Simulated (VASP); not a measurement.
Sb, 6 atoms in the cell. The cell holds a slab with vacuum, 6 atoms: a = 7.065 Å, b = 7.065 Å, c = 22.310 Å, α = 90.00°, β = 90.00°, γ = 120.00°. 

```yaml
Program: VASP 6.6.1
Task: single point
Functional: PBE
Dispersion: D3(BJ)
Potentials_or_basis: VASP PAW PBE potentials, release 64 (Sb)
Cutoff: 400 eV
k_mesh: 6 × 6 × 1
Occupations: gaussian, width 0.04 eV
Spin: no spin polarisation
Dipole_correction: yes
Further_INCAR_settings: ALGO = Normal; EDIFF = 1e-06; NBANDS = 24; NELMDL = -8
```

Potentials or basis: VASP PAW PBE potentials, release 64 (Sb).

Launch:

```sh
$ cat potpaw_PBE.64/Sb/POTCAR > POTCAR
$ mpirun -np 1 vasp_std > vasp.out
```

Hardware: 1 thread of Oxide Virtual Turin-like Processor, on a shared host.

Task: Estimate the wall time of this run.

Result: It took 18 min on 1 thread of Oxide Virtual Turin-like Processor (shared host), peak memory 0.73 GiB. Counts: scf iterations 23, k points 20.
